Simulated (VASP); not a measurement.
Set up this calculation in VASP 6.6.1, as the native input.

```
Task                   : single point
Functional             : PBE
Potentials or basis    : VASP PAW PBE potentials, release 64 (Ti_sv, O)
Cutoff                 : 520 eV
k mesh                 : 8 × 8 × 8
Occupations            : gaussian, width 0.05 eV
Spin                   : no spin polarisation
Hubbard terms          : Ti d U = 4.0 eV
Dipole correction      : no
Further INCAR settings : ALGO = Normal; EDIFF = 1e-06; NBANDS = 33
```

The structure of TiO2 lies in POSCAR:

```
TiO2
1.0
   -1.8134000000      1.8134000000      4.7584500000
    1.8134000000     -1.8134000000      4.7584500000
    1.8134000000      1.8134000000     -4.7584500000
Ti O
2 4
Direct
    0.0000000000      0.0000000000      0.0000000000
    0.7500000000      0.2500000000      0.5000000000
    0.2052682436      0.2052682436      0.0000000000
    0.9552682436      0.4552682436      0.5000000000
    0.5447317564      0.0447317564      0.5000000000
    0.7947317564      0.7947317564      0.0000000000
```

The input as run:

INCAR

```
SYSTEM = TiO2
  ALGO = Normal
  EDIFF = 1E-6
  ENCUT = 520
  GGA = PE
  ISIF = 2
  ISMEAR = 0
  LASPH = .TRUE.
  LCHARG = .FALSE.
  LDAU = .TRUE.
  LDAUJ = 0 0
  LDAUL = 2 -1
  LDAUPRINT = 1
  LDAUTYPE = 2
  LDAUU = 4 0
  LMAXMIX = 4
  LREAL = .FALSE.
  LWAVE = .FALSE.
  NBANDS = 33
  NELM = 150
  PREC = Accurate
  SIGMA = 0.05
```

KPOINTS

```
k-points
0
G
  8 8 8
  0 0 0
```

Potentials or basis: VASP PAW PBE potentials, release 64 (Ti_sv, O).

The run is started by

```bash
$ cat potpaw_PBE.64/Ti_sv/POTCAR potpaw_PBE.64/O/POTCAR > POTCAR
$ mpirun -np 1 vasp_std > vasp.out
```

Results of the run:

```
Pressure               : 40.5 GPa
Largest force          : 0.495 eV/Å
Band gap on the k mesh : 3.09 eV (least direct gap 3.37 eV)
```

Caveat: the cell stands under pressure.

Wall time 5.7 min on 1 thread of Intel Xeon 8259CL (shared host), peak memory 0.3 GiB.
